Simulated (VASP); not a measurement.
# Ni (Fm-3m) in VASP: notebook

The runs below take Ni through single point, with LDA.

All numbers are computed with VASP 6.6.1; they aren't measurements. Logs are shortened: lines on timing, memory, paths and dates and some standing lists are left out, and cuts for length are marked.

## (1) The cell of the first run

Symmetry: Fm-3m, No. 225, cubic system. The conventional cell has a = 3.399 Å, b = 3.399 Å, c = 3.399 Å, α = 90.00°, β = 90.00°, γ = 90.00°. Ni (site symmetry m-3m) has 12 Ni at 2.40 Å within 3.2 Å.

## (2) Single point, LDA, collinear spin, ferromagnetic start (9.81 Å³/atom)

INCAR

```
  PREC = Accurate
  ENCUT = 520
  EDIFF = 1E-6
  ISMEAR = 0
  SIGMA = 0.05
  LREAL = False
  LASPH = True
  NELM = 150
  ALGO = Normal
  ISIF = 2
  LWAVE = False
  LCHARG = True
  ISPIN = 2
  MAGMOM = 0.72
  LORBIT = 11
  LMAXMIX = 4
  LELF = True
  LVHAR = True
  NBANDS = 15
```

KPOINTS

```
Automatic mesh
0
Gamma
  20 20 20
```

POSCAR

```
Ni
1.0
    0.0000000000      1.6992613169      1.6992613169
    1.6992613169      0.0000000000      1.6992613169
    1.6992613169      1.6992613169      0.0000000000
Ni
1
Direct
    0.0000000000      0.0000000000      0.0000000000
```

Potentials or basis: VASP PAW LDA potentials, release 64 (Ni).

Launch:

```console
$ cat potpaw_LDA.64/Ni/POTCAR > POTCAR
$ mpirun -np 1 vasp_std > vasp.out
```

OUTCAR:

```text
PREC = Accurate
   ENCUT = 520
   EDIFF = 1E-6
   ISMEAR = 0
   LREAL = False
   LASPH = True
   NELM = 150
   ISIF = 2
   ISPIN = 2
   LORBIT = 11

 ion  position               nearest neighbor table
   1  0.000  0.000  0.000-

  LATTYP: Found a face centered cubic cell.
 ALAT       =     3.3985226338

  Lattice vectors:

 A1 = (   0.0000000000,   1.6992613169,   1.6992613169)
 A2 = (   1.6992613169,   0.0000000000,   1.6992613169)
 A3 = (   1.6992613169,   1.6992613169,   0.0000000000)

Analysis of symmetry for initial positions (statically):
=====================================================================
 Subroutine PRICEL returns:
 Original cell was already a primitive cell.

 Routine SETGRP: Setting up the symmetry group for a
 face centered cubic supercell.

 Subroutine GETGRP returns: Found 48 space group operations
 (whereof 48 operations were pure point group operations)
 out of a pool of 48 trial point group operations.

The static configuration has the point symmetry O_h .

Analysis of symmetry for dynamics (positions and initial velocities):
=====================================================================
 Subroutine PRICEL returns:
 Original cell was already a primitive cell.

 Routine SETGRP: Setting up the symmetry group for a
 face centered cubic supercell.

 Subroutine GETGRP returns: Found 48 space group operations
 (whereof 48 operations were pure point group operations)
 out of a pool of 48 trial point group operations.

The dynamic configuration has the point symmetry O_h .

Analysis of structural, dynamic, and magnetic symmetry:
=====================================================================
 Subroutine PRICEL returns:
 Original cell was already a primitive cell.

 Routine SETGRP: Setting up the symmetry group for a
 face centered cubic supercell.

 Subroutine GETGRP returns: Found 48 space group operations
 (whereof 48 operations were pure point group operations)
 out of a pool of 48 trial point group operations.

The overall configuration has the point symmetry O_h .

 Subroutine INISYM returns: Found 48 space group operations
 (whereof 48 operations are pure point group operations),
 and found     1 'primitive' translations

----------------------------------------------------------------------------------------

                                     Primitive cell

  volume of cell :       9.8132

  direct lattice vectors                    reciprocal lattice vectors
     0.000000000  1.699261317  1.699261317    -0.294245502  0.294245502  0.294245502
     1.699261317  0.000000000  1.699261317     0.294245502 -0.294245502  0.294245502
     1.699261317  1.699261317  0.000000000     0.294245502  0.294245502 -0.294245502

  length of vectors
     2.403118400  2.403118400  2.403118400     0.509648160  0.509648160  0.509648160

  position of ions in fractional coordinates (direct lattice)
     0.000000000  0.000000000  0.000000000

  ion indices of the primitive-cell ions
   primitive index   ion index
                 1           1

----------------------------------------------------------------------------------------

 KPOINTS: Automatic mesh

Automatic generation of k-mesh.
 Grid dimensions read from file:
 generate k-points for:   20   20   20

 Generating k-lattice:

  Cartesian coordinates                     Fractional coordinates (reciprocal lattice)
    -0.014712275  0.014712275  0.014712275     0.050000000  0.000000000  0.000000000
     0.014712275 -0.014712275  0.014712275     0.000000000  0.050000000  0.000000000
     0.014712275  0.014712275 -0.014712275     0.000000000  0.000000000  0.050000000

  Length of vectors
     0.025482408  0.025482408  0.025482408

  Shift w.r.t. Gamma in fractional coordinates (k-lattice)
     0.000000000  0.000000000  0.000000000

 Subroutine IBZKPT returns following result:
 ===========================================

 Found    256 irreducible k-points:

 Following reciprocal coordinates:
            Coordinates               Weight
  0.000000  0.000000  0.000000      1.000000
  0.050000  0.000000  0.000000      8.000000
  0.100000  0.000000  0.000000      8.000000
  0.150000  0.000000  0.000000      8.000000
  0.200000  0.000000  0.000000      8.000000
  0.250000  0.000000  0.000000      8.000000
[... 16 lines left out ...]
 -0.400000  0.050000  0.000000     24.000000
 -0.350000  0.050000  0.000000     24.000000
 [... further k-points ...]
   k-points           NKPTS =    256   k-points in BZ     NKDIM =    256   number of bands    NBANDS=     15
   number of dos      NEDOS =    301   number of ions     NIONS =      1
   total plane-waves  NPLWV =   5832
   dimension x,y,z NGX =    18 NGY =   18 NGZ =   18
   dimension x,y,z NGXF=    36 NGYF=   36 NGZF=   36
   ions per type =               1
   NGX,Y,Z   is equivalent  to a cutoff of  12.45, 12.45, 12.45 a.u.
   NGXF,Y,Z  is equivalent  to a cutoff of  24.90, 24.90, 24.90 a.u.
 SYSTEM =  unknown system
   PREC   = accura    normal or accurate (medium, high low for compatibility)
   ISTART =      0    job   : 0-new  1-cont  2-samecut
   ICHARG =      2    charge: 1-file 2-atom 10-const
   ISPIN  =      2    spin polarized calculation?
   LNONCOLLINEAR =      F non collinear calculations
   LSORBIT =      F    spin-orbit coupling
   LASPH  =      T    aspherical Exc in radial PAW
   ENCUT  =  520.0 eV  38.22 Ry    6.18 a.u.   4.47  4.47  4.47*2*pi/ulx,y,z
   NELM   =    150;   NELMIN=  2; NELMDL= -5     # of ELM steps
   EDIFF  = 0.1E-05   stopping-criterion for ELM
   LREAL  =      F    real-space projection
   EDIFFG = 0.1E-04   stopping-criterion for IOM
   NSW    =      0    number of steps for IOM
   IBRION =     -1    ionic relax: 0-MD 1-quasi-New 2-CG
   NFREE  =      0    steps in history (QN), initial steepest desc. (CG)
   ISIF   =      2    stress and relaxation
   ISYM   =      2    0-nonsym 1-usesym 2-fastsym
   POTIM  = 0.5000    time-step for ionic-motion
   TEBEG  =    0.0;   TEEND  =   0.0 temperature during run
   PSTRESS=    0.0 pullay stress
   NELECT =      10.0000    total number of electrons
   NUPDOWN=      -1.0000    fix difference up-down
   EMIN   =  10.00;   EMAX   =-10.00  energy-range for DOS
   EFERMI =   0.00;   METHOD = LEGACY
   ISMEAR =     0;   SIGMA  =   0.05  broadening in eV -4-tet -1-fermi 0-gaus
   EFERMI_NEDOS =   21; number of points for ismear=-14 and -15
   IALGO  =     38    algorithm
   IMIX   =      4    mixing-type and parameters
     AMIX     =   0.40;   BMIX     =  1.00
     AMIX_MAG =   1.60;   BMIX_MAG =  1.00
  volume/ion in A,a.u.               =       9.81        66.22
  Fermi-wavevector in a.u.,A,eV,Ry     =   1.647421  3.113175 36.926168  2.713997
  Thomas-Fermi vector in A             =   2.736883
   LORBIT       =     11    0 simple, 1 ext, 2 COOP (PROOUT), +10 PAW based schemes
   GGA     = CA    functional components
   LHFCALC =     F    Hartree Fock is set to
   AEXX    =    0.0000 exact exchange contribution
   IVDW    =     0    specifies the selected vdW correction
   LEPSILON=     F    determine dielectric tensor
   LRPA    =     F    only Hartree local field effects (RPA)
 spin polarized calculation
 Gauss-broadening in eV      SIGMA  =   0.05
  energy-cutoff  :      520.00
  volume of cell :        9.81
 maximum number of plane-waves:       278
 NGX is ok and might be reduce to    18
   NGX =  9   NGY =  9   NGZ =  9

 number of electron      10.0000000 magnetization       0.7200000

 number of electron       9.9999996 magnetization       0.6052441

 Free energy of the ion-electron system (eV)
  ---------------------------------------------------
  ext. energy  EPLUGINS =         0.00000000
  ---------------------------------------------------
  free energy    TOTEN  =        -6.57612891 eV

  energy without entropy =       -6.57430921  energy(sigma->0) =       -6.57521906

 E-fermi :  10.5861     XC(G=0): -14.2355

 val. band max:       10.5835694251   @ k =   0.5000   0.3500   0.1000
 cond. band min:      10.5864558215   @ k =   0.4500   0.4000   0.0000
 fundamental gap:      0.0028863964
 Fermi energy:        10.5860735719

 spin component 1

 k-point     1 :       0.0000    0.0000    0.0000
  band No.  band energies     occupation
      1       0.8568      1.00000
      2       7.9407      1.00000
      3       7.9407      1.00000
      4       7.9407      1.00000
      5       9.2785      1.00000
      6       9.2785      1.00000
      7      35.2185      0.00000
      8      39.8040      0.00000
      9      39.8040      0.00000
     10      39.8040      0.00000
     11      43.1678      0.00000
     12      43.1678      0.00000
     13      43.1678      0.00000
     14      46.0572      0.00000
     15      53.2936      0.00000

 k-point     2 :       0.0500    0.0000    0.0000
  band No.  band energies     occupation
      1       0.9627      1.00000
      2       7.9100      1.00000
      3       7.9667      1.00000
      4       7.9667      1.00000
      5       9.2669      1.00000
      6       9.2669      1.00000
      7      34.9853      0.00000
      8      38.3878      0.00000
      9      39.5908      0.00000
     10      39.5908      0.00000
     11      43.4882      0.00000
     12      43.4882      0.00000
     13      43.9670      0.00000
     14      46.9379      0.00000
     15      52.1872      0.00000
[... 365 lines left out ...]
      3       8.0096      1.00000
      4       8.8624      1.00000
      5       9.8973      1.00000
      6      10.4230      1.00000
      7      18.7012      0.00000
      8      33.2752      0.00000
      9      35.8682      0.00000
     10      37.4447      0.00000
     11      40.2671      0.00000
     12      41.7150      0.00000
     13      47.2371      0.00000
     14      55.5135      0.00000
     15      56.2127      0.00000

 k-point    24 :      -0.3500    0.0500    0.0000
  band No.  band energies     occupation
      1       4.8651      1.00000
      2       8.0106      1.00000
      3       8.0741      1.00000
      4       8.1937      1.00000
      5       9.7005      1.00000
      6      10.1006      1.00000
      7      20.6277      0.00000
      8      33.4299      0.00000
      9      36.1023      0.00000
     10      38.3575      0.00000
     11      40.2630      0.00000
     12      42.1963      0.00000
     13      46.8922      0.00000
     14      53.9116      0.00000
     15      54.6672      0.00000

 [... further k-points ...]

 spin component 2

 k-point     1 :       0.0000    0.0000    0.0000
  band No.  band energies     occupation
      1       0.9078      1.00000
      2       8.5588      1.00000
      3       8.5588      1.00000
      4       8.5588      1.00000
      5       9.8498      1.00000
      6       9.8498      1.00000
      7      35.2127      0.00000
      8      39.8544      0.00000
      9      39.8544      0.00000
     10      39.8544      0.00000
     11      43.3465      0.00000
     12      43.3465      0.00000
     13      43.3465      0.00000
     14      46.0444      0.00000
     15      53.4960      0.00000

 k-point     2 :       0.0500    0.0000    0.0000
  band No.  band energies     occupation
      1       1.0138      1.00000
      2       8.5254      1.00000
      3       8.5856      1.00000
      4       8.5856      1.00000
      5       9.8375      1.00000
      6       9.8375      1.00000
      7      34.9989      0.00000
      8      38.4540      0.00000
      9      39.6576      0.00000
     10      39.6576      0.00000
     11      43.6484      0.00000
     12      43.6484      0.00000
     13      44.0863      0.00000
     14      46.9518      0.00000
     15      52.3781      0.00000
[... 365 lines left out ...]
      3       8.5688      1.00000
      4       9.1292      1.00000
      5      10.5479      0.85979
      6      10.9821      0.00000
      7      19.0216      0.00000
      8      33.3091      0.00000
      9      35.9710      0.00000
     10      37.5753      0.00000
     11      40.4050      0.00000
     12      41.8336      0.00000
     13      47.4218      0.00000
     14      56.3441      0.00000
     15      56.5963      0.00000

 k-point    24 :      -0.3500    0.0500    0.0000
  band No.  band energies     occupation
      1       5.1073      1.00000
      2       8.5140      1.00000
      3       8.5856      1.00000
      4       8.6395      1.00000
      5      10.3395      1.00000
      6      10.7148      0.00014
      7      20.8993      0.00000
      8      33.4816      0.00000
      9      36.1943      0.00000
     10      38.4967      0.00000
     11      40.3935      0.00000
     12      42.3075      0.00000
     13      47.0368      0.00000
     14      54.0450      0.00000
     15      55.4199      0.00000

 [... further k-points ...]
[... 5 lines left out ...]
  --------------------------------------------------------------------------------------
  -------------------------------------------------------------------------------------
  Total        0.3547920      0.3547920      0.3547920     -0.0000000     -0.0000000      0.0000000
  in kB       57.9260540     57.9260540     57.9260540     -0.0000000     -0.0000000      0.0000000
  external PRESSURE =      57.9260540 kB  Pullay stress =       0.0000000 kB

 VOLUME and BASIS-vectors are now :
 -----------------------------------------------------------------------------
  energy-cutoff  :      520.00
  volume of cell :        9.81
      direct lattice vectors                 reciprocal lattice vectors
     0.000000000  1.699261317  1.699261317    -0.294245502  0.294245502  0.294245502
     1.699261317  0.000000000  1.699261317     0.294245502 -0.294245502  0.294245502
     1.699261317  1.699261317  0.000000000     0.294245502  0.294245502 -0.294245502

 POSITION                                       TOTAL-FORCE (eV/Angst)
 -----------------------------------------------------------------------------------
      0.00000      0.00000      0.00000        -0.000000      0.000000      0.000000
 -----------------------------------------------------------------------------------
    total drift:                                0.000000     -0.000000      0.000000

  FREE ENERGIE OF THE ION-ELECTRON SYSTEM (eV)
  ---------------------------------------------------
  free  energy   TOTEN  =        -6.5761289068 eV

  energy  without entropy=       -6.5743092091  energy(sigma->0) =       -6.57521906

 total charge

# of ion       s       p       d       tot
------------------------------------------
    1        0.547   0.596   8.380   9.522

 magnetization (x)

# of ion       s       p       d       tot
------------------------------------------
    1       -0.004  -0.019   0.627   0.604
```

Run time: 45 s. Hardware: 1 thread of AMD EPYC 9R45 (Zen 5), shared host; peak memory 0.13 GiB.

Results:

* Free energy: -6.5761 eV
* Pressure: 5.8 GPa
* Net moment: 0.61 μB per cell
* Site moments: Ni +0.60 μB
* Valence electrons inside the program's atomic spheres: Ni 9.52

Levels at points of the mesh, in eV from the Fermi level:
Spin up:
| k point | band 2 | band 3 | band 4 | band 5 | band 6 | band 7 | band 8 | band 9 |
| --- | --- | --- | --- | --- | --- | --- | --- | --- |
| (0.00, 0.00, 0.00) | -2.65 | -2.65 | -2.65 | -1.31 | -1.31 | 24.63 | 29.22 | 29.22 |
| (0.50, 0.00, 0.00) | -2.66 | -2.66 | -0.50 | -0.50 | -0.45 | 6.49 | 23.11 | 26.40 |
| (0.50, 0.50, 0.00) | -4.73 | -0.47 | -0.31 | -0.31 | 2.51 | 10.23 | 15.75 | 15.75 |
Spin down:
| k point | band 3 | band 4 | band 5 | band 6 | band 7 | band 8 |
| --- | --- | --- | --- | --- | --- | --- |
| (0.00, 0.00, 0.00) | -2.03 | -2.03 | -0.74 | -0.74 | 24.63 | 29.27 |
| (0.50, 0.00, 0.00) | -2.10 | -0.41 | 0.16 | 0.16 | 6.88 | 23.09 |
| (0.50, 0.50, 0.00) | 0.13 | 0.40 | 0.40 | 2.58 | 10.52 | 15.83 |

Caveat: the cell stands under pressure.

[end of part 1 of 2]
